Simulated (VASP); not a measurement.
# Ta2B2O (P-6m2) in VASP: notebook

Runs on Ta2B2O. Level: PBE. Tasks: single point.

Everything below comes from runs of VASP 6.6.1. Logs are shortened: lines on timing, memory, paths and dates and some standing lists are left out, and cuts for length are marked.

**1. The cell of the first run**

Symmetry: P-6m2, No. 187, hexagonal system. The conventional cell has a = 3.136 Å, b = 3.136 Å, c = 7.365 Å, α = 90.00°, β = 90.00°, γ = 120.00°. Within 3.4 Å of Ta (site symmetry -6m2) lie 6 B at 2.55 Å and 6 Ta at 3.14 Å. Within 2.4 Å of Ta (site symmetry -6m2) lie 3 O at 1.81 Å and 2 B at 1.89 Å. B (site symmetry 3m) has 1 Ta at 1.89 Å within 2.5 Å. Within 2.4 Å of O (site symmetry -6m2) lie 3 Ta at 1.81 Å.

**2. Single point, PBE**

Contents of INCAR:

```
ALGO = Normal
EDIFF = 1E-6
ENCUT = 520
GGA = PE
ISIF = 2
ISMEAR = 0
LASPH = T
LCHARG = F
LREAL = F
LWAVE = F
NBANDS = 25
NELM = 80
PREC = Accurate
SIGMA = 0.1
```

Contents of KPOINTS:

```
k-points
0
Gamma
  6 6 4
```

Contents of POSCAR:

```
Ta2B2O
1.0
    3.1363860700      0.0000000000      0.0000000000
   -1.5681930300      2.7161900100      0.0000000000
    0.0000000000      0.0000000000      7.3646926500
Ta B O
2 2 1
Direct
    0.0000000000      0.0000000000      0.0000000000
    0.3333333300      0.6666666700      0.5000000000
    0.3333333300      0.6666666700      0.2428985600
    0.3333333300      0.6666666700      0.7571014400
    0.0000000000      0.0000000000      0.5000000000
```

Potentials or basis: VASP PAW PBE potentials, release 64 (Ta_pv, B, O).

The run is started by

```console
> cat potpaw_PBE.64/Ta_pv/POTCAR potpaw_PBE.64/B/POTCAR potpaw_PBE.64/O/POTCAR > POTCAR
> mpirun -np 1 vasp_std > vasp.out
```

OUTCAR:

```text
EDIFF = 1E-6
   ENCUT = 520
   GGA = PE
   ISIF = 2
   ISMEAR = 0
   LASPH = T
   LREAL = F
   NELM = 80
   PREC = Accurate

 ion  position               nearest neighbor table
   1  0.000  0.000  0.000-   3 2.55   4 2.55   3 2.55   4 2.55   3 2.55   4 2.55
   2  0.333  0.667  0.500-   5 1.81   5 1.81   5 1.81   3 1.89   4 1.89
   3  0.333  0.667  0.243-   2 1.89   1 2.55   1 2.55   1 2.55
   4  0.333  0.667  0.757-   2 1.89   1 2.55   1 2.55   1 2.55
   5  0.000  0.000  0.500-   2 1.81   2 1.81   2 1.81

  LATTYP: Found a hexagonal cell.
 ALAT       =     3.1363860700
 C/A-ratio  =     2.3481460782

  Lattice vectors:

 A1 = (   3.1363860700,   0.0000000000,   0.0000000000)
 A2 = (  -1.5681930300,   2.7161900100,   0.0000000000)
 A3 = (   0.0000000000,   0.0000000000,   7.3646926500)

Analysis of symmetry for initial positions (statically):
=====================================================================
 Subroutine PRICEL returns:
 Original cell was already a primitive cell.

 Routine SETGRP: Setting up the symmetry group for a
 hexagonal supercell.

 Subroutine GETGRP returns: Found 12 space group operations
 (whereof 12 operations were pure point group operations)
 out of a pool of 24 trial point group operations.

The static configuration has the point symmetry D_3h.

Analysis of symmetry for dynamics (positions and initial velocities):
=====================================================================
 Subroutine PRICEL returns:
 Original cell was already a primitive cell.

 Routine SETGRP: Setting up the symmetry group for a
 hexagonal supercell.

 Subroutine GETGRP returns: Found 12 space group operations
 (whereof 12 operations were pure point group operations)
 out of a pool of 24 trial point group operations.

The dynamic configuration has the point symmetry D_3h.

 Subroutine INISYM returns: Found 12 space group operations
 (whereof 12 operations are pure point group operations),
 and found     1 'primitive' translations

----------------------------------------------------------------------------------------

                                     Primitive cell

  volume of cell :      62.7400

  direct lattice vectors                    reciprocal lattice vectors
     3.136386070  0.000000000  0.000000000     0.318838299  0.184081377  0.000000000
    -1.568193030  2.716190010  0.000000000     0.000000000  0.368162756  0.000000000
     0.000000000  0.000000000  7.364692650     0.000000000  0.000000000  0.135782992

  length of vectors
     3.136386070  3.136386065  7.364692650     0.368162755  0.368162756  0.135782992

  position of ions in fractional coordinates (direct lattice)
     0.000000000  0.000000000  0.000000000
     0.333333330  0.666666670  0.500000000
     0.333333330  0.666666670  0.242898560
     0.333333330  0.666666670  0.757101440
     0.000000000  0.000000000  0.500000000

  ion indices of the primitive-cell ions
   primitive index   ion index
                 1           1
                 2           2
                 3           3
                 4           4
                 5           5

----------------------------------------------------------------------------------------

 KPOINTS: k-points

Automatic generation of k-mesh.
 Grid dimensions read from file:
 generate k-points for:    6    6    4

 Generating k-lattice:

  Cartesian coordinates                     Fractional coordinates (reciprocal lattice)
     0.053139717  0.030680230  0.000000000     0.166666667  0.000000000  0.000000000
     0.000000000  0.061360459  0.000000000     0.000000000  0.166666667  0.000000000
     0.000000000  0.000000000  0.033945748     0.000000000  0.000000000  0.250000000

  Length of vectors
     0.061360459  0.061360459  0.033945748

  Shift w.r.t. Gamma in fractional coordinates (k-lattice)
     0.000000000  0.000000000  0.000000000

 Subroutine IBZKPT returns following result:
 ===========================================

 Found     21 irreducible k-points:

 Following reciprocal coordinates:
            Coordinates               Weight
  0.000000  0.000000  0.000000      1.000000
  0.166667 -0.000000  0.000000      6.000000
  0.333333 -0.000000  0.000000      6.000000
  0.500000 -0.000000  0.000000      3.000000
  0.166667  0.166667  0.000000      6.000000
  0.333333  0.166667  0.000000     12.000000
[... 13 lines left out ...]
  0.333333  0.166667  0.500000     12.000000
  0.333333  0.333333  0.500000      2.000000
   k-points           NKPTS =     21   k-points in BZ     NKDIM =     21   number of bands    NBANDS=     25
   number of dos      NEDOS =    301   number of ions     NIONS =      5
   total plane-waves  NPLWV =  32256
   dimension x,y,z NGX =    24 NGY =   24 NGZ =   56
   dimension x,y,z NGXF=    48 NGYF=   48 NGZF=  112
   ions per type =               2   2   1
   NGX,Y,Z   is equivalent  to a cutoff of  12.72, 12.72, 12.64 a.u.
   NGXF,Y,Z  is equivalent  to a cutoff of  25.44, 25.44, 25.28 a.u.
 SYSTEM =  unknown system
   PREC   = accura    normal or accurate (medium, high low for compatibility)
   ISTART =      0    job   : 0-new  1-cont  2-samecut
   ICHARG =      2    charge: 1-file 2-atom 10-const
   ISPIN  =      1    spin polarized calculation?
   LNONCOLLINEAR =      F non collinear calculations
   LSORBIT =      F    spin-orbit coupling
   LASPH  =      T    aspherical Exc in radial PAW
   ENCUT  =  520.0 eV  38.22 Ry    6.18 a.u.   5.83  5.83 13.69*2*pi/ulx,y,z
   NELM   =     80;   NELMIN=  2; NELMDL= -5     # of ELM steps
   EDIFF  = 0.1E-05   stopping-criterion for ELM
   LREAL  =      F    real-space projection
   EDIFFG = 0.1E-04   stopping-criterion for IOM
   NSW    =      0    number of steps for IOM
   IBRION =     -1    ionic relax: 0-MD 1-quasi-New 2-CG
   NFREE  =      0    steps in history (QN), initial steepest desc. (CG)
   ISIF   =      2    stress and relaxation
   ISYM   =      2    0-nonsym 1-usesym 2-fastsym
   POTIM  = 0.5000    time-step for ionic-motion
   TEBEG  =    0.0;   TEEND  =   0.0 temperature during run
   PSTRESS=    0.0 pullay stress
   NELECT =      34.0000    total number of electrons
   NUPDOWN=      -1.0000    fix difference up-down
   EMIN   =  10.00;   EMAX   =-10.00  energy-range for DOS
   EFERMI =   0.00;   METHOD = LEGACY
   ISMEAR =     0;   SIGMA  =   0.10  broadening in eV -4-tet -1-fermi 0-gaus
   EFERMI_NEDOS =   21; number of points for ismear=-14 and -15
   IALGO  =     38    algorithm
   IMIX   =      4    mixing-type and parameters
     AMIX     =   0.40;   BMIX     =  1.00
     AMIX_MAG =   1.60;   BMIX_MAG =  1.00
  volume/ion in A,a.u.               =      12.55        84.68
  Fermi-wavevector in a.u.,A,eV,Ry     =   1.334708  2.522233 24.238049  1.781446
  Thomas-Fermi vector in A             =   2.463469
   LORBIT       =      0    0 simple, 1 ext, 2 COOP (PROOUT), +10 PAW based schemes
   GGA     = PE    functional components
   LHFCALC =     F    Hartree Fock is set to
   AEXX    =    0.0000 exact exchange contribution
   IVDW    =     0    specifies the selected vdW correction
   LEPSILON=     F    determine dielectric tensor
   LRPA    =     F    only Hartree local field effects (RPA)
 non-spin polarized calculation
 Gauss-broadening in eV      SIGMA  =   0.10
  energy-cutoff  :      520.00
  volume of cell :       62.74
 maximum number of plane-waves:      1708
 NGX is ok and might be reduce to    24
   NGX = 11   NGY = 11   NGZ = 27

 number of electron      33.9999988 magnetization

 Free energy of the ion-electron system (eV)
  ---------------------------------------------------
  ext. energy  EPLUGINS =         0.00000000
  ---------------------------------------------------
  free energy    TOTEN  =       -36.67944054 eV

  energy without entropy =      -36.66257253  energy(sigma->0) =      -36.67100654

 E-fermi :   5.1712     XC(G=0): -11.7692

 val. band max:        5.1638564393   @ k =   0.3333   0.1667   0.5000
 cond. band min:       5.2213336969   @ k =   0.3333   0.3333   0.0000
 fundamental gap:      0.0574772576
 Fermi energy:         5.1711901455

 k-point     1 :       0.0000    0.0000    0.0000
  band No.  band energies     occupation
      1     -29.4308      2.00000
      2     -29.3238      2.00000
      3     -29.3238      2.00000
      4     -29.2394      2.00000
      5     -28.9974      2.00000
      6     -28.9974      2.00000
[... 17 lines left out ...]
     24      10.1908      0.00000
     25      13.0287      0.00000

 k-point     2 :       0.1667   -0.0000    0.0000
  band No.  band energies     occupation
      1     -29.6521      2.00000
      2     -29.4044      2.00000
      3     -29.3820      2.00000
      4     -29.2217      2.00000
      5     -29.1185      2.00000
      6     -29.0258      2.00000
[... 17 lines left out ...]
     24       9.8288      0.00000
     25      12.5432      0.00000

 k-point     3 :       0.3333   -0.0000    0.0000
  band No.  band energies     occupation
      1     -30.2387      2.00000
      2     -29.4959      2.00000
      3     -29.3536      2.00000
      4     -29.3510      2.00000
      5     -29.1863      2.00000
      6     -29.0822      2.00000
[... 17 lines left out ...]
     24       9.5569      0.00000
     25      11.7247      0.00000

 k-point     4 :       0.5000   -0.0000    0.0000
  band No.  band energies     occupation
      1     -30.5044      2.00000
      2     -29.5518      2.00000
      3     -29.4678      2.00000
      4     -29.3240      2.00000
      5     -29.1686      2.00000
      6     -29.1101      2.00000
[... 17 lines left out ...]
     24      10.2647      0.00000
     25      10.4807      0.00000
[... 393 lines left out ...]
 k-point    19 :       0.1667    0.1667    0.5000
  band No.  band energies     occupation
      1     -30.0588      2.00000
      2     -29.5145      2.00000
      3     -29.3633      2.00000
      4     -29.2730      2.00000
      5     -29.1965      2.00000
      6     -29.0914      2.00000
[... 17 lines left out ...]
     24      11.2419      0.00000
     25      11.6669      0.00000

 k-point    20 :       0.3333    0.1667    0.5000
  band No.  band energies     occupation
      1     -30.4059      2.00000
      2     -29.6713      2.00000
      3     -29.4092      2.00000
      4     -29.3234      2.00000
      5     -29.1722      2.00000
      6     -29.1689      2.00000
[... 17 lines left out ...]
     24      10.9575      0.00000
     25      11.3936      0.00000

 k-point    21 :       0.3333    0.3333    0.5000
  band No.  band energies     occupation
      1     -30.4063      2.00000
      2     -29.8498      2.00000
      3     -29.3354      2.00000
      4     -29.3212      2.00000
      5     -29.3092      2.00000
      6     -29.1596      2.00000
[... 17 lines left out ...]
     24      10.1859      0.00000
     25      11.2393      0.00000

------------------------ aborting loop because EDIFF is reached ----------------------------------------

  FORCE on cell =-STRESS in cart. coord.  units (eV):
  Direction    XX          YY          ZZ          XY          YZ          ZX
  --------------------------------------------------------------------------------------
  -------------------------------------------------------------------------------------
  Total       16.5055248     16.5055248     13.9285311      0.0000000      0.0000000      0.0000000
  in kB      421.4981070    421.4981061    355.6899632      0.0000008      0.0000000      0.0000000
  external PRESSURE =     399.5620588 kB  Pullay stress =       0.0000000 kB

 VOLUME and BASIS-vectors are now :
 -----------------------------------------------------------------------------
  energy-cutoff  :      520.00
  volume of cell :       62.74
      direct lattice vectors                 reciprocal lattice vectors
     3.136386070  0.000000000  0.000000000     0.318838299  0.184081377  0.000000000
    -1.568193030  2.716190010  0.000000000     0.000000000  0.368162756  0.000000000
     0.000000000  0.000000000  7.364692650     0.000000000  0.000000000  0.135782992

 POSITION                                       TOTAL-FORCE (eV/Angst)
 -----------------------------------------------------------------------------------
      0.00000      0.00000      0.00000        -0.000000      0.000000      0.000000
     -0.00000      1.81079      3.68235         0.000000      0.000000      0.000000
     -0.00000      1.81079      1.78887         0.000000      0.000000     -6.992720
     -0.00000      1.81079      5.57582        -0.000000      0.000000      6.992720
      0.00000      0.00000      3.68235         0.000000     -0.000000      0.000000
 -----------------------------------------------------------------------------------
    total drift:                                0.000007     -0.000004     -0.000000

  FREE ENERGIE OF THE ION-ELECTRON SYSTEM (eV)
  ---------------------------------------------------
  free  energy   TOTEN  =       -36.6794405445 eV

  energy  without entropy=      -36.6625725322  energy(sigma->0) =      -36.67100654
```

Run time: 16 s. Hardware: 1 thread of Intel Xeon 6975P-C (Granite Rapids), shared host; peak memory 0.19 GiB.

Results:

| Quantity | Value |
| --- | --- |
| Free energy | -36.6794 eV |
| Pressure | 40.0 GPa |
| Largest force | 6.993 eV/Å |
| Band gap on the k mesh | zero (band 17 reaches 6.33 eV, above the bottom of band 18 at 4.82 eV) |

Forces on the atoms (eV/Å):
```
Ta   0.000  0.000  0.000
Ta   0.000  0.000  0.000
B    0.000  0.000 -6.993
B    0.000  0.000  6.993
O    0.000  0.000  0.000
```

Levels at points of the mesh, in eV from the Fermi level:
| k point | band 13 | band 14 | band 15 | band 16 | band 17 | band 18 | band 19 | band 20 | band 21 | band 22 |
| --- | --- | --- | --- | --- | --- | --- | --- | --- | --- | --- |
| (0.00, 0.00, 0.00) | -4.53 | -0.38 | 0.11 | 0.11 | 0.21 | 0.21 | 1.93 | 2.19 | 2.83 | 2.83 |
| (0.50, 0.00, 0.00) | -4.25 | -2.67 | -1.32 | -1.28 | -0.40 | 0.52 | 0.77 | 1.96 | 2.45 | 4.25 |
| (0.00, 0.00, 0.50) | -2.46 | -2.01 | -0.33 | -0.33 | 1.16 | 1.16 | 1.94 | 2.03 | 2.03 | 2.37 |
| (0.50, 0.00, 0.50) | -3.28 | -3.15 | -1.80 | -1.02 | -0.85 | 0.24 | 1.18 | 1.25 | 2.76 | 4.72 |

Caveat: the k points lie up to 0.39 Å⁻¹ apart; spin-orbit coupling is left out, which moves the levels of the heavy elements; forces of over 1 eV/Å act on the atoms, so gaps and moduli don't describe the material at rest.

**3. Single point, PBE**

This run uses another cell than the first one, of 13.62 Å³/atom, 1.085 times its volume.

Contents of INCAR:

```
ALGO     = Normal         # electronic algorithm
EDIFF    = 1E-7           # SCF threshold, eV
ENCUT    = 520            # plane-wave cutoff, eV
GGA      = PE             # functional
ISIF     = 2              # what is computed and relaxed
ISMEAR   = 0              # smearing method
LASPH    = T              # aspherical terms in the spheres
LCHARG   = F              # write CHGCAR
LREAL    = F              # projectors in reciprocal space
LWAVE    = F              # write WAVECAR
NBANDS   = 25             # bands
NELM     = 80             # most SCF steps
PREC     = Accurate       # precision mode
SIGMA    = 0.1            # smearing width, eV
```

KPOINTS is that of step 2.

Contents of POSCAR:

```
Ta2B2O
1.0
    3.5915068264     -0.0000000033      0.0000000000
   -1.7957534104      3.1103361512      0.0000000000
    0.0000000000      0.0000000000      6.0948674325
Ta B O
2 2 1
Direct
    0.0000000000      0.0000000000      0.0000000000
    0.3333333333      0.6666666667      0.5000000000
    0.3333333333      0.6666666667      0.1349780576
    0.3333333333      0.6666666667      0.8650219424
    0.0000000000      0.0000000000      0.5000000000
```

Potentials or basis: VASP PAW PBE potentials, release 64 (Ta_pv, B, O).

The run is started by

```console
> cat potpaw_PBE.64/Ta_pv/POTCAR potpaw_PBE.64/B/POTCAR potpaw_PBE.64/O/POTCAR > POTCAR
> mpirun -np 1 vasp_std > vasp.out
```

OUTCAR:

```text
EDIFF = 1E-7
   ENCUT = 520
   GGA = PE
   ISIF = 2
   ISMEAR = 0
   LASPH = T
   LREAL = F
   NELM = 80
   PREC = Accurate

 ion  position               nearest neighbor table
   1  0.000  0.000  0.000-   3 2.23   4 2.23   3 2.23   4 2.23   3 2.23   4 2.23
   2  0.333  0.667  0.500-   5 2.07   5 2.07   5 2.07   3 2.22   4 2.22
   3  0.333  0.667  0.135-   4 1.65   2 2.22   1 2.23   1 2.23   1 2.23
   4  0.333  0.667  0.865-   3 1.65   2 2.22   1 2.23   1 2.23   1 2.23
[... 788 lines left out ...]
  --------------------------------------------------------------------------------------
  -------------------------------------------------------------------------------------
  Total        0.2833882      0.2833882      0.1598063     -0.0000000     -0.0000000      0.0000000
  in kB        6.6687447      6.6687447      3.7605915     -0.0000000     -0.0000000      0.0000000
  external PRESSURE =       5.6993603 kB  Pullay stress =       0.0000000 kB

 VOLUME and BASIS-vectors are now :
 -----------------------------------------------------------------------------
  energy-cutoff  :      520.00
  volume of cell :       68.08
      direct lattice vectors                 reciprocal lattice vectors
     3.591506826 -0.000000003  0.000000000     0.278434665  0.160754329  0.000000000
    -1.795753410  3.110336151  0.000000000     0.000000000  0.321508658  0.000000000
     0.000000000  0.000000000  6.094867433     0.000000000  0.000000000  0.164072478

 POSITION                                       TOTAL-FORCE (eV/Angst)
 -----------------------------------------------------------------------------------
      0.00000      0.00000      0.00000         0.000000     -0.000000      0.000000
      0.00000      2.07356      3.04743        -0.000000      0.000000      0.000000
      0.00000      2.07356      0.82267         0.000000     -0.000000      0.006134
      0.00000      2.07356      5.27219         0.000000     -0.000000     -0.006134
      0.00000      0.00000      3.04743        -0.000000      0.000000      0.000000
 -----------------------------------------------------------------------------------
    total drift:                                0.000000     -0.000000     -0.000000

  FREE ENERGIE OF THE ION-ELECTRON SYSTEM (eV)
  ---------------------------------------------------
  free  energy   TOTEN  =       -42.9777279203 eV

  energy  without entropy=      -42.9712894994  energy(sigma->0) =      -42.97450871
```

It took 20 s on 1 thread of Intel Xeon 6975P-C (Granite Rapids), shared host; peak memory 0.19 GiB.

What came out:

* Free energy: -42.9777 eV
* Pressure: 0.6 GPa
* Largest force: 0.006 eV/Å
* Band gap on the k mesh: zero (band 17 reaches 4.97 eV, above the bottom of band 18 at 4.83 eV)

Forces in eV/Å, atoms in the order of the input:
```
Ta   0.000  0.000  0.000
Ta   0.000  0.000  0.000
B    0.000  0.000  0.006
B    0.000  0.000 -0.006
O    0.000  0.000  0.000
```

Stress tensor (GPa, compression positive):
```
0.67 0.00 0.00
0.00 0.67 0.00
0.00 0.00 0.38
```

Caveat: spin-orbit coupling is left out, which moves the levels of the heavy elements.
